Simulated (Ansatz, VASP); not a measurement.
## Sb: VASP beside Ansatz

The input INCAR:

```
SYSTEM = Sb
  ALGO = Normal
  EDIFF = 1E-6
  ENCUT = 520
  GGA = PE
  ISIF = 2
  ISMEAR = -1
  LASPH = .TRUE.
  LCHARG = .FALSE.
  LREAL = .FALSE.
  LWAVE = .FALSE.
  NBANDS = 14
  NELM = 60
  PREC = Accurate
  SIGMA = 0.1
```

KPOINTS

```
k-points
0
G
  9 9 13
  0 0 0
```

Contents of POSCAR:

```
Sb
1.0
    5.4352300737      0.0000000000      0.0000000000
   -2.7176150368      4.7070473193      0.0000000000
    0.0000000000      0.0000000000      3.2405322130
Sb
3
Direct
    0.0000000000      0.0000000000      1.0000000000
    0.3333333333      0.6666666667      0.5000000000
    0.6666666667      0.3333333333      0.5000000000
```

Input for Ansatz:

```yaml
crystal:
  lattice:
    - [5.4352300737, 0.0, 0.0]
    - [-2.7176150368, 4.7070473193, 0.0]
    - [0.0, 0.0, 3.240532213]
  atoms:
    - { symbol: Sb, position: [0.0, 0.0, 1.0] }
    - { symbol: Sb, position: [0.3333333333, 0.6666666667, 0.5] }
    - { symbol: Sb, position: [0.6666666667, 0.3333333333, 0.5] }
hamiltonian:
  xc: pbe
  pseudopotentials:
    kind: paw
    azcp:
      Sb: "pseudopotentials/Sb.paw.azcp"
basis:
  ecutwfc: 420
  fft_grid_basis: typed
kpoints:
  mp_grid: { grid: [9, 9, 13], shift: [0, 0, 0] }
magnetization:
  spin_polarized: false
scf:
  occupations: { method: fermi_dirac, width: 0.1 }
output:
  stress: true
```

Alike in both runs: task single point; functional PBE; k mesh 9 × 9 × 13; occupations fermi-dirac, width 0.1 eV; no spin polarisation.

|  | VASP | Ansatz |
| --- | --- | --- |
| version | VASP 6.6.1 | Ansatz 0.2.0 |
| potentials or method | VASP PAW PBE potentials, release 64 (Sb), cutoff 520 eV | plane waves (420 eV) with PAW, scalar-relativistic |
| valence electrons in the cell | 15 | 45 |

```csv
,VASP,Ansatz,Ansatz less VASP
pressure (GPa),-0.3,-0.2,+0.12
"traceless stress, the component that is largest in VASP (GPa)",0.19,0.18,-0.005
```

VASP's potentials hold 15 valence electrons a cell and Ansatz's 45, so a difference there can come from the potentials and not from the codes.

Neither program's run includes spin-orbit coupling.
